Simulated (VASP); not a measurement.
Runs of VASP 6.6.1 on GaAs. The structure is that of space group P4/mmm (No. 123), or close to it. The cells are those of the table. 

```csv
level,cell,share of exact exchange,screening parameter,gap on the mesh (eV),pressure (GPa)
PBE-based screened hybrid with 25 % exact exchange,"a = 3.810, b = 3.810, c = 2.739 Å, 2 atoms",0.25,0.3 1/Å,none,-0.4
PBEsol-based screened hybrid with 25 % exact exchange,"a = 3.886, b = 3.886, c = 2.512 Å, 2 atoms",0.25,0.207 1/Å,none,-0.1
PBEsol-based screened hybrid with 25 % exact exchange,"a = 3.810, b = 3.810, c = 2.739 Å, 2 atoms",0.25,0.207 1/Å,none,(a)
B3LYP,"a = 4.072, b = 4.072, c = 2.570 Å, 2 atoms",0.2,-,none,-0.1
PBEsol-based global hybrid with 25 % exact exchange,"a = 3.879, b = 3.879, c = 2.512 Å, 2 atoms",0.25,-,none,-0.2
HSE06,"a = 3.928, b = 3.928, c = 2.536 Å, 2 atoms",0.25,0.2079 1/Å,none,-0.1
```

Alike in all rows: task single point; potentials or basis VASP PAW PBE potentials, release 64 (Ga_d, As); no spin polarisation; k mesh 4 × 4 × 5; cutoff (eV) 520; smearing fermi-dirac 0.05 eV.

Problem. Estimate the missing entries.

Solution. (a) -2.9.

Caveats: all runs use coarse meshes; the PAW data sets were made with another functional, which shifts forces and pressure a little.

A k mesh can miss the band edges, and the runs leave out spin-orbit coupling on As, Ga.

A gap of «none» marks levels without a gap at the run's occupations.
